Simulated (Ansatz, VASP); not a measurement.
## One calculation of Ta2C, two programs

```
Ta C
1.0
     1.55295    0.89660    4.99631
    -1.55295    0.89660    4.99631
     0.00000   -1.79319    4.99631
Ta C
2 1
Direct
  0.74890 0.74890 0.74890
  0.25110 0.25110 0.25110
  0.00000 0.00000 0.00000
```

Alike in both runs: functional r2SCAN; k mesh 18 × 18 × 18; occupations gaussian, width 0.1 eV; no spin polarisation.

Ansatz relaxed the structure, and its values are those at the end. VASP's run is a single point on that final structure, the one shown.

```csv
,VASP,Ansatz
version,VASP 6.6.1,Ansatz 0.2.0
potentials or method,"VASP PAW PBE potentials, release 64 (Ta_pv, C), cutoff 520 eV","scalar-relativistic, plane waves, PAW"
valence electrons in the cell,26,30
```

|  | VASP | Ansatz | Ansatz less VASP |
| --- | --- | --- | --- |
| gap on the k mesh at the Fermi level (eV) | none | none | - |
| pressure (GPa) | 0.9 | 0.0 | -0.89 |
| rms of the force components (eV/Å) | 0.017 | 0.000 | -0.0170 |

VASP's potentials were made for PBE, not for r2SCAN. A gap of «none» marks a metal or a gap that the smearing closes. With one functional, cell and mesh, what is left measures potentials, basis and numerics. VASP's potentials hold 26 valence electrons a cell and Ansatz's 30, so a difference there can come from the potentials and not from the codes.

Spin-orbit coupling is off throughout.
